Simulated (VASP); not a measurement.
Set up this calculation in VASP 6.6.1, as the native input.

```yaml
Task: single point
Functional: PBE
Potentials_or_basis: VASP PAW PBE potentials, release 64 (As)
Cutoff: 520 eV
k_mesh: 7 × 7 × 7
Occupations: fermi-dirac, width 0.05 eV
Spin: no spin polarisation
Dipole_correction: no
Further_INCAR_settings: ALGO = Normal; EDIFF = 1e-06; NBANDS = 12
```

The structure of As lies in POSCAR:

```
As
1.0
    1.8055650228      1.0424434519      3.5140619945
   -1.8055650228      1.0424434519      3.5140619945
    0.0000000000     -2.0848869038      3.5140619945
As
2
Direct
    0.2260000000      0.2260000000      0.2260000000
    0.7740000000      0.7740000000      0.7740000000
```

One way to write it, as run:

INCAR

```
SYSTEM = As
PREC = Accurate
ENCUT = 520
EDIFF = 1E-6
ISMEAR = -1
SIGMA = 0.05
LREAL = .FALSE.
LASPH = .TRUE.
NELM = 60
ALGO = Normal
ISIF = 2
LWAVE = .FALSE.
LCHARG = .TRUE.
GGA = PE
LELF = .TRUE.
LVHAR = .TRUE.
NBANDS = 12
```

KPOINTS

```
Automatic mesh
0
G
  7 7 7
  0 0 0
```

Potentials or basis: VASP PAW PBE potentials, release 64 (As).

Command:

```console
$ cat potpaw_PBE.64/As/POTCAR > POTCAR
$ mpirun -np 1 vasp_std > vasp.out
```

Results of the run:

- Pressure: 13.2 GPa
- Largest force: 1.047 eV/Å
- Band gap on the k mesh: zero (band 5 reaches 6.71 eV, above the bottom of band 6 at 6.38 eV)

Caveat: forces of over 1 eV/Å act on the atoms, so gaps and moduli don't describe the material at rest.

Wall time 8.8 s on 1 thread of Intel(R) Xeon(R) 6975P-C (Granite Rapids) (shared host), peak memory 0.17 GiB.
